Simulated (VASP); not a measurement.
## CoO: single point with PBE

The system is CoO, a wire with vacuum.

```
Co O
1.0
    10.70000    0.00000    0.00000
     0.00000    9.30000    0.00000
     0.00000    0.00000    2.02645
Co O
1 1
Direct
  0.41960 0.50000 0.00000
  0.58040 0.50000 0.50000
```

- Program: VASP 6.6.1
- Task: single point
- Functional: PBE
- Potentials or basis: VASP PAW PBE potentials, release 64 (Co, O)
- Cutoff: 520 eV
- k mesh: 1 × 1 × 32
- Occupations: gaussian, width 0.05 eV
- Spin: collinear spin, ferromagnetic start
- Starting moments: [2.74, 0.5] μB

- Largest force: 2.363 eV/Å
- Net moment: 2.63 μB per cell
- Site moments: Co +2.03; O +0.46 μB
- Valence electrons inside the program's atomic spheres: Co 8.18; O 4.74

Forces on the atoms (eV/Å):
```
Co   2.363  0.000  0.000
O   -2.363  0.000  0.000
```

Levels at points of the mesh, in eV from the Fermi level:
Spin up:
```
           k point  band 5  band 6  band 7  band 8  band 9  band 10  band 11  band 12  band 13  band 14
(0.00, 0.00, 0.00)   -2.56   -1.90   -1.19   -0.76   -0.61     1.98     3.15     5.38     5.47     6.51
(0.00, 0.00, 0.50)   -1.93   -1.73   -1.12   -0.75   -0.49     7.12     9.76    11.36    13.47    13.65
```
Spin down:
```csv
k point,band 3,band 4,band 5,band 6,band 7,band 8,band 9,band 10
"(0.00, 0.00, 0.00)",-3.19,-3.02,-0.93,-0.20,0.38,0.73,1.46,3.08
"(0.00, 0.00, 0.50)",-3.66,-2.66,0.12,0.15,0.34,0.51,1.69,7.53
```

Run time: 3.5 min on 1 thread of Intel Xeon 6975P-C, with other jobs on the host, peak memory 0.4 GiB.

Caveat: semilocal functionals often make such compounds metallic where correlation or magnetic order opens a gap, which also shifts bond lengths. With open d or f shells a metallic result of PBE can be an artefact of self-interaction; +U or a hybrid may open a gap.
